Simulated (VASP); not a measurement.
# Rb (Im-3m) in VASP: further runs

The runs below take Rb through single point, with PBE.

Program: VASP 6.6.1. These are calculated values, not measurements. Logs are shortened: lines on timing, memory, paths and dates and some standing lists are left out, and cuts for length are marked.

## Step 1: The cell of the first run

Symmetry: Im-3m, No. 229, cubic system. Conventional cell: a = 5.672 Å, b = 5.672 Å, c = 5.672 Å, α = 90.00°, β = 90.00°, γ = 90.00°.

## Step 2: Single point, PBE

File INCAR:

```
  PREC = Accurate
  ENCUT = 520
  EDIFF = 1E-6
  ISMEAR = -1
  SIGMA = 0.1
  LREAL = F
  LASPH = T
  NELM = 60
  ALGO = Normal
  ISIF = 2
  LWAVE = F
  LCHARG = T
  GGA = PE
  LELF = T
  LVHAR = T
  NBANDS = 10
```

File KPOINTS:

```
regular mesh
0
Gamma
  4 4 4
```

File POSCAR:

```
Rb
1.0
   -2.8359049291      2.8359049291      2.8359049291
    2.8359049291     -2.8359049291      2.8359049291
    2.8359049291      2.8359049291     -2.8359049291
Rb
1
Direct
    0.0000000000      0.0000000000      0.0000000000
```

Potentials or basis: VASP PAW PBE potentials, release 64 (Rb_sv).

Command:

```console
$ cat potpaw_PBE.64/Rb_sv/POTCAR > POTCAR
$ mpirun -np 1 vasp_std > vasp.out
```

OUTCAR:

```text
PREC = Accurate
   ENCUT = 520
   EDIFF = 1E-6
   ISMEAR = -1
   LREAL = F
   LASPH = T
   NELM = 60
   ISIF = 2
   GGA = PE

 ion  position               nearest neighbor table
   1  0.000  0.000  0.000-

  LATTYP: Found a body centered cubic cell.
 ALAT       =     5.6718098582

  Lattice vectors:

 A1 = (  -2.8359049291,   2.8359049291,   2.8359049291)
 A2 = (   2.8359049291,  -2.8359049291,   2.8359049291)
 A3 = (   2.8359049291,   2.8359049291,  -2.8359049291)

Analysis of symmetry for initial positions (statically):
=====================================================================
 Subroutine PRICEL returns:
 Original cell was already a primitive cell.

 Routine SETGRP: Setting up the symmetry group for a
 body centered cubic supercell.

 Subroutine GETGRP returns: Found 48 space group operations
 (whereof 48 operations were pure point group operations)
 out of a pool of 48 trial point group operations.

The static configuration has the point symmetry O_h .

Analysis of symmetry for dynamics (positions and initial velocities):
=====================================================================
 Subroutine PRICEL returns:
 Original cell was already a primitive cell.

 Routine SETGRP: Setting up the symmetry group for a
 body centered cubic supercell.

 Subroutine GETGRP returns: Found 48 space group operations
 (whereof 48 operations were pure point group operations)
 out of a pool of 48 trial point group operations.

The dynamic configuration has the point symmetry O_h .

 Subroutine INISYM returns: Found 48 space group operations
 (whereof 48 operations are pure point group operations),
 and found     1 'primitive' translations

----------------------------------------------------------------------------------------

                                     Primitive cell

  volume of cell :      91.2294

  direct lattice vectors                    reciprocal lattice vectors
    -2.835904929  2.835904929  2.835904929     0.000000000  0.176310565  0.176310565
     2.835904929 -2.835904929  2.835904929     0.176310565  0.000000000  0.176310565
     2.835904929  2.835904929 -2.835904929     0.176310565  0.176310565  0.000000000

  length of vectors
     4.911931423  4.911931423  4.911931423     0.249340792  0.249340792  0.249340792

  position of ions in fractional coordinates (direct lattice)
     0.000000000  0.000000000  0.000000000

  ion indices of the primitive-cell ions
   primitive index   ion index
                 1           1

----------------------------------------------------------------------------------------

 KPOINTS: regular mesh

Automatic generation of k-mesh.
 Grid dimensions read from file:
 generate k-points for:    4    4    4

 Generating k-lattice:

  Cartesian coordinates                     Fractional coordinates (reciprocal lattice)
     0.000000000  0.044077641  0.044077641     0.250000000  0.000000000  0.000000000
     0.044077641  0.000000000  0.044077641     0.000000000  0.250000000  0.000000000
     0.044077641  0.044077641  0.000000000     0.000000000  0.000000000  0.250000000

  Length of vectors
     0.062335198  0.062335198  0.062335198

  Shift w.r.t. Gamma in fractional coordinates (k-lattice)
     0.000000000  0.000000000  0.000000000

 Subroutine IBZKPT returns following result:
 ===========================================

 Found      8 irreducible k-points:

 Following reciprocal coordinates:
            Coordinates               Weight
  0.000000  0.000000  0.000000      1.000000
  0.250000  0.000000  0.000000     12.000000
  0.500000  0.000000  0.000000      6.000000
  0.250000  0.250000  0.000000     24.000000
  0.250000  0.250000  0.250000      2.000000
 -0.250000  0.250000  0.250000      6.000000
  0.500000  0.500000  0.250000     12.000000
  0.500000  0.500000  0.500000      1.000000
   k-points           NKPTS =      8   k-points in BZ     NKDIM =      8   number of bands    NBANDS=     10
   number of dos      NEDOS =    301   number of ions     NIONS =      1
   total plane-waves  NPLWV =  64000
   dimension x,y,z NGX =    40 NGY =   40 NGZ =   40
   dimension x,y,z NGXF=    80 NGYF=   80 NGZF=   80
   ions per type =               1
   NGX,Y,Z   is equivalent  to a cutoff of  13.54, 13.54, 13.54 a.u.
   NGXF,Y,Z  is equivalent  to a cutoff of  27.08, 27.08, 27.08 a.u.
 SYSTEM =  unknown system
   PREC   = accura    normal or accurate (medium, high low for compatibility)
   ISTART =      0    job   : 0-new  1-cont  2-samecut
   ICHARG =      2    charge: 1-file 2-atom 10-const
   ISPIN  =      1    spin polarized calculation?
   LNONCOLLINEAR =      F non collinear calculations
   LSORBIT =      F    spin-orbit coupling
   LASPH  =      T    aspherical Exc in radial PAW
   ENCUT  =  520.0 eV  38.22 Ry    6.18 a.u.   9.13  9.13  9.13*2*pi/ulx,y,z
   NELM   =     60;   NELMIN=  2; NELMDL= -5     # of ELM steps
   EDIFF  = 0.1E-05   stopping-criterion for ELM
   LREAL  =      F    real-space projection
   EDIFFG = 0.1E-04   stopping-criterion for IOM
   NSW    =      0    number of steps for IOM
   IBRION =     -1    ionic relax: 0-MD 1-quasi-New 2-CG
   NFREE  =      0    steps in history (QN), initial steepest desc. (CG)
   ISIF   =      2    stress and relaxation
   ISYM   =      2    0-nonsym 1-usesym 2-fastsym
   POTIM  = 0.5000    time-step for ionic-motion
   TEBEG  =    0.0;   TEEND  =   0.0 temperature during run
   PSTRESS=    0.0 pullay stress
   NELECT =       9.0000    total number of electrons
   NUPDOWN=      -1.0000    fix difference up-down
   EMIN   =  10.00;   EMAX   =-10.00  energy-range for DOS
   EFERMI =   0.00;   METHOD = LEGACY
   ISMEAR =    -1;   SIGMA  =   0.10  broadening in eV -4-tet -1-fermi 0-gaus
   EFERMI_NEDOS =   21; number of points for ismear=-14 and -15
   IALGO  =     38    algorithm
   IMIX   =      4    mixing-type and parameters
     AMIX     =   0.40;   BMIX     =  1.00
     AMIX_MAG =   1.60;   BMIX_MAG =  1.00
  volume/ion in A,a.u.               =      91.23       615.65
  Fermi-wavevector in a.u.,A,eV,Ry     =   0.756445  1.429474  7.785376  0.572209
  Thomas-Fermi vector in A             =   1.854567
   LORBIT       =      0    0 simple, 1 ext, 2 COOP (PROOUT), +10 PAW based schemes
   GGA     = PE    functional components
   LHFCALC =     F    Hartree Fock is set to
   AEXX    =    0.0000 exact exchange contribution
   IVDW    =     0    specifies the selected vdW correction
   LEPSILON=     F    determine dielectric tensor
   LRPA    =     F    only Hartree local field effects (RPA)
 non-spin polarized calculation
  energy-cutoff  :      520.00
  volume of cell :       91.23
 maximum number of plane-waves:      2491
 NGX is ok and might be reduce to    40
   NGX = 19   NGY = 19   NGZ = 19

 number of electron       9.0000000 magnetization

 Free energy of the ion-electron system (eV)
  ---------------------------------------------------
  ext. energy  EPLUGINS =         0.00000000
  ---------------------------------------------------
  free energy    TOTEN  =        -0.91601017 eV

  energy without entropy =       -0.85862626  energy(sigma->0) =       -0.88731821

 E-fermi :  -0.0042     XC(G=0):  -5.4603

 val. band max:       -0.0135128711   @ k =   0.2500   0.2500   0.0000
 cond. band min:       0.2462595129   @ k =   0.5000   0.0000   0.0000
 fundamental gap:      0.2597723840
 Fermi energy:        -0.0042070323

 k-point     1 :       0.0000    0.0000    0.0000
  band No.  band energies     occupation
      1     -28.8953      2.00000
      2     -12.9383      2.00000
      3     -12.9383      2.00000
      4     -12.9383      2.00000
      5      -1.9624      2.00000
      6       3.6836      0.00000
      7       3.6836      0.00000
      8       3.6836      0.00000
      9       4.6151      0.00000
     10       4.6151      0.00000

 k-point     2 :       0.2500    0.0000    0.0000
  band No.  band energies     occupation
      1     -28.8933      2.00000
      2     -12.9863      2.00000
      3     -12.9542      2.00000
      4     -12.9383      2.00000
      5      -1.2556      1.99999
      6       2.4695      0.00000
      7       3.0202      0.00000
      8       4.3462      0.00000
      9       4.4372      0.00000
     10       4.5328      0.00000

 k-point     3 :       0.5000    0.0000    0.0000
  band No.  band energies     occupation
      1     -28.8912      2.00000
      2     -13.0329      2.00000
      3     -12.9700      2.00000
      4     -12.9383      2.00000
      5       0.2463      0.15106
      6       0.7837      0.00076
      7       2.5914      0.00000
      8       4.2540      0.00000
      9       5.1598      0.00000
     10       5.2335      0.00000

 k-point     4 :       0.2500    0.2500    0.0000
  band No.  band energies     occupation
      1     -28.8912      2.00000
      2     -13.0156      2.00000
      3     -12.9779      2.00000
      4     -12.9481      2.00000
      5      -0.0135      1.04650
      6       1.5954      0.00000
      7       2.0143      0.00000
      8       4.1822      0.00000
      9       4.4494      0.00000
     10       5.2471      0.00000

 k-point     5 :       0.2500    0.2500    0.2500
  band No.  band energies     occupation
      1     -28.8910      2.00000
      2     -12.9846      2.00000
      3     -12.9846      2.00000
      4     -12.9846      2.00000
      5       1.3023      0.00000
      6       1.3023      0.00000
      7       1.3023      0.00000
      8       2.5872      0.00000
      9       5.3411      0.00000
     10       5.3411      0.00000

 k-point     6 :      -0.2500    0.2500    0.2500
  band No.  band energies     occupation
      1     -28.8914      2.00000
      2     -12.9876      2.00000
      3     -12.9713      2.00000
      4     -12.9713      2.00000
      5      -0.6014      1.99492
      6       2.3349      0.00000
      7       3.0489      0.00000
      8       3.0489      0.00000
      9       4.4398      0.00000
     10       4.5612      0.00000

 k-point     7 :       0.5000    0.5000    0.2500
  band No.  band energies     occupation
      1     -28.8896      2.00000
      2     -13.0197      2.00000
      3     -12.9882      2.00000
      4     -12.9726      2.00000
      5       0.9261      0.00018
      6       0.9606      0.00013
      7       2.6743      0.00000
      8       2.9129      0.00000
      9       4.2444      0.00000
     10       5.7677      0.00000

 k-point     8 :       0.5000    0.5000    0.5000
  band No.  band energies     occupation
      1     -28.8879      2.00000
      2     -13.0063      2.00000
      3     -13.0063      2.00000
      4     -13.0063      2.00000
      5       1.2661      0.00001
      6       1.2661      0.00001
      7       3.2504      0.00000
      8       3.2504      0.00000
      9       3.2504      0.00000
     10       4.7847      0.00000

------------------------ aborting loop because EDIFF is reached ----------------------------------------

  FORCE on cell =-STRESS in cart. coord.  units (eV):
  Direction    XX          YY          ZZ          XY          YZ          ZX
  --------------------------------------------------------------------------------------
  -------------------------------------------------------------------------------------
  Total        0.0404180      0.0404180      0.0404180      0.0000000      0.0000000      0.0000000
  in kB        0.7098232      0.7098232      0.7098232      0.0000000      0.0000000      0.0000000
  external PRESSURE =       0.7098232 kB  Pullay stress =       0.0000000 kB

 VOLUME and BASIS-vectors are now :
 -----------------------------------------------------------------------------
  energy-cutoff  :      520.00
  volume of cell :       91.23
      direct lattice vectors                 reciprocal lattice vectors
    -2.835904929  2.835904929  2.835904929     0.000000000  0.176310565  0.176310565
     2.835904929 -2.835904929  2.835904929     0.176310565  0.000000000  0.176310565
     2.835904929  2.835904929 -2.835904929     0.176310565  0.176310565  0.000000000

 POSITION                                       TOTAL-FORCE (eV/Angst)
 -----------------------------------------------------------------------------------
      0.00000      0.00000      0.00000         0.000000      0.000000      0.000000
 -----------------------------------------------------------------------------------
    total drift:                               -0.000000      0.000000     -0.000000

  FREE ENERGIE OF THE ION-ELECTRON SYSTEM (eV)
  ---------------------------------------------------
  free  energy   TOTEN  =        -0.9160101717 eV

  energy  without entropy=       -0.8586262565  energy(sigma->0) =       -0.88731821
```

Run time: 6.9 s. Hardware: 1 thread of Intel Xeon Platinum 8559C (Emerald Rapids), shared host; peak memory 0.22 GiB.

What came out:

- Free energy: -0.9160 eV
- Pressure: 0.1 GPa

Levels at points of the mesh, in eV from the Fermi level:
| k point | band 2 | band 3 | band 4 | band 5 | band 6 | band 7 |
| --- | --- | --- | --- | --- | --- | --- |
| (0.00, 0.00, 0.00) | -12.93 | -12.93 | -12.93 | -1.96 | 3.69 | 3.69 |
| (0.50, 0.00, 0.00) | -13.03 | -12.97 | -12.93 | 0.25 | 0.79 | 2.60 |
| (0.50, 0.50, 0.50) | -13.00 | -13.00 | -13.00 | 1.27 | 1.27 | 3.25 |

Caveat: the k points lie up to 0.39 Å⁻¹ apart.

## Step 3: Single point, PBE

File INCAR:

```
  ALGO = Normal
  EDIFF = 1E-7
  ENCUT = 520
  GGA = PE
  ISIF = 2
  ISMEAR = -1
  LASPH = T
  LCHARG = F
  LREAL = F
  LWAVE = F
  NBANDS = 10
  NELM = 80
  PREC = Accurate
  SIGMA = 0.1
```

File KPOINTS:

```
k-points
0
Gamma
  5 5 5
```

POSCAR is that of step 2.

Potentials or basis: VASP PAW PBE potentials, release 64 (Rb_sv).

Command:

```console
$ cat potpaw_PBE.64/Rb_sv/POTCAR > POTCAR
$ mpirun -np 1 vasp_std > vasp.out
```

It took 6.7 s on 1 thread of Intel Xeon Platinum 8559C (Emerald Rapids), shared host; peak memory 0.22 GiB.

The run converged. Its results:

```yaml
Free_energy: -0.9577 eV
Pressure: 0.0 GPa
```

Levels at points of the mesh, in eV from the Fermi level:
```tsv
k point	band 1	band 2	band 3	band 4	band 5	band 6	band 7	band 8
(0.00, 0.00, 0.00)	-28.91	-12.96	-12.96	-12.96	-1.98	3.67	3.67	3.67
```

## Step 4: Single point, PBE

File INCAR:

```
SYSTEM = Rb
  PREC = Accurate
  ENCUT = 520
  EDIFF = 1E-6
  ISMEAR = -1
  SIGMA = 0.1
  LREAL = .False.
  LASPH = .True.
  NELM = 100
  ALGO = Normal
  ISIF = 2
  LWAVE = .False.
  LCHARG = .False.
  GGA = PE
  NBANDS = 10
```

File KPOINTS:

```
regular mesh
0
Gamma
  6 6 6
  0 0 0
```

POSCAR is that of step 3.

Command:

```console
$ cat potpaw_PBE.64/Rb_sv/POTCAR > POTCAR
$ mpirun -np 1 vasp_std > vasp.out
```

It took 7.6 s on 1 thread of Intel Xeon Platinum 8559C (Emerald Rapids), shared host; peak memory 0.23 GiB.

Results (log left out):

```yaml
Free_energy: -0.9450 eV
Pressure: 0.0 GPa
```

Levels at points of the mesh, in eV from the Fermi level:
```csv
k point,band 1,band 2,band 3,band 4,band 5,band 6,band 7,band 8
"(0.00, 0.00, 0.00)",-28.90,-12.95,-12.95,-12.95,-1.97,3.68,3.68,3.68
"(0.50, 0.00, 0.00)",-28.90,-13.04,-12.98,-12.95,0.24,0.78,2.58,4.25
"(0.50, 0.50, 0.50)",-28.90,-13.01,-13.01,-13.01,1.26,1.26,3.24,3.24
```

[end of part 1 of 2]
